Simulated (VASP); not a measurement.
A run of VASP 6.6.1:

Contents of POSCAR:

```
ReS
1.0
    0.0000000000      2.6046948912      2.6046948912
    2.6046948912      0.0000000000      2.6046948912
    2.6046948912      2.6046948912      0.0000000000
Re S
1 1
Direct
    0.0000000000      0.0000000000      0.0000000000
    0.2500000000      0.2500000000      0.2500000000
```

INCAR.step1

```
SYSTEM = ReS
  PREC = Accurate
  ENCUT = 610
  ISMEAR = 0
  SIGMA = 0.05
  LREAL = .False.
  LASPH = .True.
  NELM = 200
  ISPIN = 2
  MAGMOM = -0.13 0
  LMAXMIX = 4
  NBANDS = 22
  GGA = PE
  ALGO = Normal
  EDIFF = 1E-5
  LWAVE = .True.
  LCHARG = .False.
  GGA_COMPAT = .False.
```

Contents of INCAR.step2:

```
SYSTEM = ReS
  PREC = Accurate
  ENCUT = 610
  EDIFF = 1E-6
  ISMEAR = 0
  SIGMA = 0.05
  LREAL = .False.
  LASPH = .True.
  NELM = 200
  ALGO = Normal
  ISIF = 2
  LWAVE = .False.
  LCHARG = .True.
  ISPIN = 2
  MAGMOM = -0.13 0
  LORBIT = 11
  LMAXMIX = 4
  METAGGA = R2SCAN
  LMIXTAU = .True.
  LELF = .True.
  LVHAR = .True.
  NBANDS = 22
  ISTART = 1
  GGA_COMPAT = .False.
```

The input KPOINTS:

```
Automatic mesh
0
Gamma
  12 12 12
  0 0 0
```

Potentials or basis: VASP PAW PBE potentials, release 64 (Re_sv_GW, S).

The run is started by

```bash
$ cat potpaw_PBE.64/Re_sv_GW/POTCAR potpaw_PBE.64/S/POTCAR > POTCAR
$ cp INCAR.step1 INCAR
$ mpirun -np 1 vasp_std > vasp.out
$ cp INCAR.step2 INCAR
$ mpirun -np 1 vasp_std > vasp.out
```

Hardware: 1 thread of Intel(R) Xeon(R) Platinum 8375C CPU @ 2.90GHz (Ice Lake), on a shared host.

Estimate the wall time of this run.

It took 9.3 min on 1 thread of Intel(R) Xeon(R) Platinum 8375C CPU @ 2.90GHz (Ice Lake) (shared host), peak memory 0.28 GiB. Counts: k points 72.
